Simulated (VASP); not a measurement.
## SnSe2: single point with PBE+D3(BJ)

The system is SnSe2.

```
Sn Se
1.0
     3.74400    0.00000    0.00000
    -1.87200    3.24240    0.00000
     0.00000    0.00000    6.33440
Sn Se
1 2
Cartesian
  0.0000 0.0000 0.0000
  0.0000 2.1616 1.6795
  1.8720 1.0808 4.6549
```

- Program: VASP 6.6.1
- Task: single point
- Functional: PBE
- Dispersion: D3(BJ)
- Potentials or basis: VASP PAW PBE potentials, release 64 (Sn_d, Se)
- Cutoff: 500 eV
- k mesh: 12 × 12 × 6
- Occupations: gaussian, width 0.03 eV
- Spin: no spin polarisation
- Dipole correction: no
- Further INCAR settings: ALGO = Normal; EDIFF = 1e-06; NBANDS = 20

```yaml
Pressure: -0.1 GPa
Largest_force: 0.473 eV/Å
Band_gap_on_the_k_mesh: 0.25 eV (least direct gap 0.93 eV)
Dispersion_energy_per_atom: -0.363 eV
```

Forces in eV/Å, atoms in the order of the input:
```
Sn   0.000  0.000  0.000
Se   0.000  0.000 -0.473
Se   0.000  0.000  0.473
```

Stress tensor (GPa, compression positive):
```
 1.77  0.00  0.00
 0.00  1.77  0.00
 0.00  0.00 -3.85
```

Levels at points of the mesh, in eV from the valence-band top:
```tsv
k point	band 10	band 11	band 12	band 13	band 14	band 15	band 16	band 17
(0.00, 0.00, 0.00)	-0.42	-0.42	-0.23	-0.23	0.88	3.35	4.72	4.72
(0.50, 0.00, 0.00)	-3.38	-2.35	-1.83	-0.36	1.04	3.49	4.87	4.91
(0.00, 0.00, 0.50)	-0.56	-0.56	-0.04	-0.04	2.64	3.17	4.46	4.46
(0.50, 0.00, 0.50)	-2.38	-2.12	-1.17	-0.83	0.26	3.44	4.45	5.39
```

Wall time 2.6 min on 1 thread of Intel Xeon 8259CL, on a shared host, peak memory 0.29 GiB.

Caveat: spin-orbit coupling is left out, which moves the levels of the heavy elements. A k mesh can miss the band edges.
